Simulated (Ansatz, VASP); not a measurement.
**Si16C: VASP beside Ansatz**

```xyz
17
Lattice="0.0000 5.4300 5.4300 5.4300 0.0000 5.4300 5.4300 5.4300 0.0000" Properties=species:S:1:pos:R:3 pbc="T T T"
Si   -0.1423    0.0349   -0.0215
Si    1.2843    1.3136    1.3268
Si    2.6036    2.7630    0.0498
Si    4.0668    4.0674    1.3549
Si    2.6385    0.0037    2.7189
Si    3.8873    1.4086    4.1261
Si    5.2869    2.6920    2.7531
Si    6.7160    4.0395    4.0288
Si   -0.0519    2.7412    2.6162
Si    1.1374    4.2132    3.9416
Si    3.3633    5.6105    2.8855
Si    4.3266    7.0615    4.3488
Si    2.4512    2.7235    5.4434
Si    3.9049    4.0326    6.7510
Si    5.3754    5.3260    5.4548
Si    6.5632    6.6579    6.9224
C     7.0300    5.7124    8.4216
```

Alike in both runs: functional PBE; dispersion D3(BJ); k mesh 2 × 2 × 2; occupations gaussian, width 0.05 eV; collinear spin.

Ansatz relaxed the structure, and its values are those at the end. VASP's run is a single point on that final structure, the one shown.

```csv
,VASP,Ansatz
version,VASP 6.6.1,Ansatz 0.2.0
potentials or method,"VASP PAW PBE potentials, release 64 (Si, C), cutoff 520 eV","scalar-relativistic, plane waves, PAW"
valence electrons in the cell,68,68
```

|  | VASP | Ansatz | Ansatz less VASP |
| --- | --- | --- | --- |
| rms of the force components (eV/Å) | 0.010 | 0.010 | -0.0002 |
| net moment per atom (μB) | 0.00 | 0.00 | 0.000 |

Ansatz's warnings: filled band counts differ across k points, seeded moment not kept.

The k mesh is coarse, so the values compare programs but aren't converged.
